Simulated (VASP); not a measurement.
Input of a VASP 6.6.1 run:

POSCAR

```
SiO2
1.0
    5.2714902999      0.0000000000      0.0000000000
   -2.6357451499      4.5652445156      0.0000000000
    0.0000000000      0.0000000000      8.5988746064
Si O
4 8
Direct
    0.6666666667      0.3333333333      0.9376087735
    0.6666666667      0.3333333333      0.5623912265
    0.3333333333      0.6666666667      0.0623912265
    0.3333333333      0.6666666667      0.4376087735
    0.0000000000      0.5006558830      0.0000000000
    0.5006558830      0.5006558830      0.5000000000
    0.4993441170      0.0000000000      0.5000000000
    0.4993441170      0.4993441170      0.0000000000
    0.0000000000      0.4993441170      0.5000000000
    0.6666666667      0.3333333333      0.7500000000
    0.3333333333      0.6666666667      0.2500000000
    0.5006558830      0.0000000000      0.0000000000
```

The input INCAR.step1:

```
SYSTEM = SiO2
ALGO = Normal
EDIFF = 1E-4
ENCUT = 520
GGA = PE
ISMEAR = 0
LASPH = .True.
LCHARG = .False.
LREAL = .False.
LWAVE = .True.
NBANDS = 44
NELM = 60
PREC = Accurate
SIGMA = 0.02
```

The input INCAR.step2:

```
SYSTEM = SiO2
ALGO = Normal
EDIFF = 1E-6
ENCUT = 520
ISIF = 2
ISMEAR = 0
ISTART = 1
LASPH = .True.
LCHARG = .False.
LMIXTAU = .True.
LREAL = .False.
LWAVE = .False.
METAGGA = R2SCAN
NBANDS = 44
NELM = 60
PREC = Accurate
SIGMA = 0.02
```

Contents of KPOINTS:

```
k-points
0
Gamma
  6 6 4
  0 0 0
```

Potentials or basis: VASP PAW PBE potentials, release 64 (Si, O).

Run with:

```sh
$ cat potpaw_PBE.64/Si/POTCAR potpaw_PBE.64/O/POTCAR > POTCAR
$ cp INCAR.step1 INCAR
$ mpirun -np 1 vasp_std > vasp.out
$ cp INCAR.step2 INCAR
$ mpirun -np 1 vasp_std > vasp.out
```

Task: What does it give for the pressure?

Result: -3.1 GPa.

Task: What does it give for the band gap on the k mesh?

Result: 5.99 eV, direct.

Caveat: the PAW data sets were made with another functional, which shifts forces and pressure a little. A k mesh can miss the band edges.
